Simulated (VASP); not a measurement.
# Si (Fd-3m) in VASP: single point with PBEsol

Aim: the single point of Si with PBEsol.

Everything below comes from runs of VASP 6.6.1. Logs are shortened: lines on timing, memory, paths and dates and some standing lists are left out, and cuts for length are marked.

### 1 The cell of the first run

It takes space group Fd-3m (No. 227, cubic). The conventional cell has a = 5.434 Å, b = 5.434 Å, c = 5.434 Å, α = 90.00°, β = 90.00°, γ = 90.00°. Within 3.1 Å of Si (site symmetry -43m) lie 4 Si at 2.35 Å.

### 2 Single point, PBEsol

INCAR reads:

```
PREC = Accurate
ENCUT = 520
EDIFF = 1E-7
ISMEAR = 0
SIGMA = 0.02
LREAL = Auto
LASPH = True
NELM = 60
ALGO = Normal
ISIF = 2
LWAVE = False
LCHARG = False
GGA = PS
NBANDS = 86
```

KPOINTS reads:

```
Automatic mesh
0
Gamma
  3 3 3
```

POSCAR reads:

```
Si
1.0
    5.4338342752      5.4338342752      5.4338342752
   -5.4338342752      5.4338342752     -5.4338342752
   -5.4338342752     -5.4338342752      5.4338342752
Si
32
Direct
    0.7500000000      0.0000000000      0.0000000000
    0.7500000000      0.7500000000      0.2500000000
    0.0000000000      0.7500000000      0.0000000000
    0.7500000000      0.5000000000      0.5000000000
    0.0000000000      0.5000000000      0.2500000000
    0.2500000000      0.5000000000      0.0000000000
    0.7500000000      0.2500000000      0.7500000000
    0.0000000000      0.2500000000      0.5000000000
    0.2500000000      0.2500000000      0.2500000000
    0.5000000000      0.2500000000      0.0000000000
    0.0000000000      0.0000000000      0.7500000000
    0.2500000000      0.0000000000      0.5000000000
    0.5000000000      0.0000000000      0.2500000000
    0.2500000000      0.7500000000      0.7500000000
    0.5000000000      0.7500000000      0.5000000000
    0.5000000000      0.5000000000      0.7500000000
    0.5000000000      0.0000000000      0.0000000000
    0.5000000000      0.7500000000      0.2500000000
    0.7500000000      0.7500000000      0.0000000000
    0.5000000000      0.5000000000      0.5000000000
    0.7500000000      0.5000000000      0.2500000000
    0.0000000000      0.5000000000      0.0000000000
    0.5000000000      0.2500000000      0.7500000000
    0.7500000000      0.2500000000      0.5000000000
    0.0000000000      0.2500000000      0.2500000000
    0.2500000000      0.2500000000      0.0000000000
    0.7500000000      0.0000000000      0.7500000000
    0.0000000000      0.0000000000      0.5000000000
    0.2500000000      0.0000000000      0.2500000000
    0.0000000000      0.7500000000      0.7500000000
    0.2500000000      0.7500000000      0.5000000000
    0.2500000000      0.5000000000      0.7500000000
```

Potentials or basis: VASP PAW PBE potentials, release 64 (Si).

The run is started by

```
> cat potpaw_PBE.64/Si/POTCAR > POTCAR
> mpirun -np 1 vasp_std > vasp.out
```

OUTCAR:

```text
PREC = Accurate
   ENCUT = 520
   EDIFF = 1E-7
   ISMEAR = 0
   LREAL = Auto
   LASPH = True
   NELM = 60
   ISIF = 2
   GGA = PS

 ion  position               nearest neighbor table
   1  0.750  0.000  0.000-  17 2.35  19 2.35  25 2.35  27 2.35
   2  0.750  0.750  0.250-  18 2.35  19 2.35  21 2.35  28 2.35
   3  0.000  0.750  0.000-  19 2.35  22 2.35  29 2.35  30 2.35
   4  0.750  0.500  0.500-  20 2.35  21 2.35  24 2.35  30 2.35
   5  0.000  0.500  0.250-  21 2.35  22 2.35  25 2.35  31 2.35
   6  0.250  0.500  0.000-  18 2.35  22 2.35  26 2.35  32 2.35
[... 24 lines left out ...]
  31  0.250  0.750  0.500-   5 2.35  12 2.35  14 2.35  15 2.35
  32  0.250  0.500  0.750-   6 2.35   8 2.35  14 2.35  16 2.35

  LATTYP: Found a body centered cubic cell.
 ALAT       =    10.8676685504

  Lattice vectors:

 A1 = (   5.4338342752,   5.4338342752,   5.4338342752)
 A2 = (  -5.4338342752,   5.4338342752,  -5.4338342752)
 A3 = (  -5.4338342752,  -5.4338342752,   5.4338342752)

Analysis of symmetry for initial positions (statically):
=====================================================================
 Subroutine PRICEL returns following result:

  LATTYP: Found a face centered cubic cell.
 ALAT       =     5.4338342752

  Lattice vectors:

 A1 = (  -2.7169171376,   0.0000000000,  -2.7169171376)
 A2 = (   0.0000000000,  -2.7169171376,  -2.7169171376)
 A3 = (  -2.7169171376,  -2.7169171376,   0.0000000000)

  16 primitive cells build up your supercell.

 Routine SETGRP: Setting up the symmetry group for a
 body centered cubic supercell.

 Subroutine GETGRP returns: Found 48 space group operations
 (whereof 24 operations were pure point group operations)
 out of a pool of 48 trial point group operations.

The static configuration has the point symmetry T_d .
 The point group associated with its full space group is O_h .

Analysis of symmetry for dynamics (positions and initial velocities):
=====================================================================
 Subroutine PRICEL returns following result:

  LATTYP: Found a face centered cubic cell.
 ALAT       =     5.4338342752

  Lattice vectors:

 A1 = (  -2.7169171376,   0.0000000000,  -2.7169171376)
 A2 = (   0.0000000000,  -2.7169171376,  -2.7169171376)
 A3 = (  -2.7169171376,  -2.7169171376,   0.0000000000)

  16 primitive cells build up your supercell.
[... 90 lines left out ...]
   EDIFFG = 0.1E-05   stopping-criterion for IOM
   NSW    =      0    number of steps for IOM
   IBRION =     -1    ionic relax: 0-MD 1-quasi-New 2-CG
   NFREE  =      0    steps in history (QN), initial steepest desc. (CG)
   ISIF   =      2    stress and relaxation
   ISYM   =      2    0-nonsym 1-usesym 2-fastsym
   POTIM  = 0.5000    time-step for ionic-motion
   TEBEG  =    0.0;   TEEND  =   0.0 temperature during run
   PSTRESS=    0.0 pullay stress
   NELECT =     128.0000    total number of electrons
   NUPDOWN=      -1.0000    fix difference up-down
   EMIN   =  10.00;   EMAX   =-10.00  energy-range for DOS
   EFERMI =   0.00;   METHOD = LEGACY
   ISMEAR =     0;   SIGMA  =   0.02  broadening in eV -4-tet -1-fermi 0-gaus
   EFERMI_NEDOS =   21; number of points for ismear=-14 and -15
   IALGO  =     38    algorithm
   IMIX   =      4    mixing-type and parameters
     AMIX     =   0.40;   BMIX     =  1.00
     AMIX_MAG =   1.60;   BMIX_MAG =  1.00
  volume/ion in A,a.u.               =      20.06       135.34
  Fermi-wavevector in a.u.,A,eV,Ry     =   0.956500  1.807523 12.447872  0.914893
  Thomas-Fermi vector in A             =   2.085434
   LORBIT       =      0    0 simple, 1 ext, 2 COOP (PROOUT), +10 PAW based schemes
   GGA     = PS    functional components
   LHFCALC =     F    Hartree Fock is set to
   AEXX    =    0.0000 exact exchange contribution
   IVDW    =     0    specifies the selected vdW correction
   LEPSILON=     F    determine dielectric tensor
   LRPA    =     F    only Hartree local field effects (RPA)
 non-spin polarized calculation
 Gauss-broadening in eV      SIGMA  =   0.02
  energy-cutoff  :      520.00
  volume of cell :      641.77
 maximum number of plane-waves:     17357
 NGX is ok and might be reduce to    70
   NGX = 35   NGY = 35   NGZ = 35

 number of electron     127.9999994 magnetization

 Free energy of the ion-electron system (eV)
  ---------------------------------------------------
  ext. energy  EPLUGINS =         0.00000000
  ---------------------------------------------------
  free energy    TOTEN  =      -183.90384856 eV

  energy without entropy =     -183.90384856  energy(sigma->0) =     -183.90384856

 E-fermi :   5.8845     XC(G=0):  -9.5470

 val. band max:        5.7724052958   @ k =   0.0000   0.0000   0.0000
 cond. band min:       6.3650815789   @ k =   0.0000   0.0000   0.0000
 fundamental gap:      0.5926762831
 Fermi energy:         5.8844516444

 k-point     1 :       0.0000    0.0000    0.0000
  band No.  band energies     occupation
      1      -6.2063      2.00000
      2      -4.1554      2.00000
      3      -4.1554      2.00000
      4      -4.1554      2.00000
      5      -4.1554      2.00000
      6      -4.1554      2.00000
[... 305 lines left out ...]
     75       7.7776      0.00000
     76       8.4287      0.00000
 [bands above 76 left out]

------------------------ aborting loop because EDIFF is reached ----------------------------------------

  FORCE on cell =-STRESS in cart. coord.  units (eV):
  Direction    XX          YY          ZZ          XY          YZ          ZX
  --------------------------------------------------------------------------------------
  -------------------------------------------------------------------------------------
  Total        0.3830887      0.3830887      0.3830887      0.0000000      0.0000000      0.0000000
  in kB        0.9563806      0.9563806      0.9563806      0.0000000      0.0000000      0.0000000
  external PRESSURE =       0.9563806 kB  Pullay stress =       0.0000000 kB

 VOLUME and BASIS-vectors are now :
 -----------------------------------------------------------------------------
  energy-cutoff  :      520.00
  volume of cell :      641.77
      direct lattice vectors                 reciprocal lattice vectors
     5.433834275  5.433834275  5.433834275     0.000000000  0.092016056  0.092016056
    -5.433834275  5.433834275 -5.433834275    -0.092016056  0.092016056  0.000000000
    -5.433834275 -5.433834275  5.433834275    -0.092016056  0.000000000  0.092016056

 POSITION                                       TOTAL-FORCE (eV/Angst)
 -----------------------------------------------------------------------------------
      4.07538      4.07538      4.07538         0.000000     -0.000000      0.000000
     -1.35846      6.79229      1.35846         0.000000     -0.000000      0.000000
     -4.07538      4.07538     -4.07538         0.000000     -0.000000      0.000000
     -1.35846      4.07538      4.07538         0.000000     -0.000000      0.000000
     -4.07538      1.35846     -1.35846         0.000000     -0.000000      0.000000
     -1.35846      4.07538     -1.35846         0.000000     -0.000000      0.000000
[... 24 lines left out ...]
     -5.43383      2.71692     -0.00000        -0.000000      0.000000     -0.000000
     -5.43383      0.00000      2.71692        -0.000000      0.000000     -0.000000
 -----------------------------------------------------------------------------------
    total drift:                                0.000000      0.000000     -0.000000

  FREE ENERGIE OF THE ION-ELECTRON SYSTEM (eV)
  ---------------------------------------------------
  free  energy   TOTEN  =      -183.9038485648 eV

  energy  without entropy=     -183.9038485648  energy(sigma->0) =     -183.90384856
```

OSZICAR:

```text
N       E                     dE             d eps       ncg     rms          rms(c)
DAV:   1     0.308364840540E+03    0.30836E+03   -0.48352E+04   688   0.123E+03
DAV:   2    -0.155683949729E+03   -0.46405E+03   -0.43683E+03   824   0.177E+02
DAV:   3    -0.186753939434E+03   -0.31070E+02   -0.30529E+02   864   0.408E+01
DAV:   4    -0.187437355989E+03   -0.68342E+00   -0.67995E+00   824   0.738E+00
DAV:   5    -0.187458142676E+03   -0.20787E-01   -0.20761E-01   826   0.122E+00    0.199E+01
DAV:   6    -0.185007663184E+03    0.24505E+01   -0.12728E+00   784   0.237E+00    0.120E+01
DAV:   7    -0.183896007289E+03    0.11117E+01   -0.25086E+00   754   0.339E+00    0.689E-01
DAV:   8    -0.183902776373E+03   -0.67691E-02   -0.14315E-01   774   0.970E-01    0.248E-01
DAV:   9    -0.183903367004E+03   -0.59063E-03   -0.42035E-03   840   0.173E-01    0.231E-01
DAV:  10    -0.183903825993E+03   -0.45899E-03   -0.12214E-03   766   0.882E-02    0.183E-01
DAV:  11    -0.183903848222E+03   -0.22229E-04   -0.48819E-05   796   0.193E-02    0.533E-03
DAV:  12    -0.183903849534E+03   -0.13118E-05   -0.20777E-06   810   0.398E-03    0.649E-03
DAV:  13    -0.183903848537E+03    0.99735E-06   -0.48743E-07   708   0.196E-03    0.703E-04
DAV:  14    -0.183903848565E+03   -0.28134E-07   -0.68969E-09   454   0.262E-04
   1 F= -.18390385E+03 E0= -.18390385E+03  d E =-.293399E-16
```

It took 5.1 min on 1 thread of Intel Xeon Platinum 8375C at 2.90GHz (Ice Lake), shared host; peak memory 0.7 GiB.

What came out:

- Free energy: -183.9038 eV
- Pressure: 0.1 GPa
- Band gap on the k mesh: 0.59 eV

Levels at points of the mesh, in eV from the valence-band top:
| k point | band 61 | band 62 | band 63 | band 64 | band 65 | band 66 | band 67 | band 68 |
| --- | --- | --- | --- | --- | --- | --- | --- | --- |
| (0.00, 0.00, 0.00) | -1.33 | 0.00 | 0.00 | 0.00 | 0.59 | 0.59 | 0.59 | 0.59 |

Caveat: the PAW data sets were made with another functional, which shifts forces and pressure a little; an odd mesh through Γ misses points on the zone boundary, where band edges can lie.
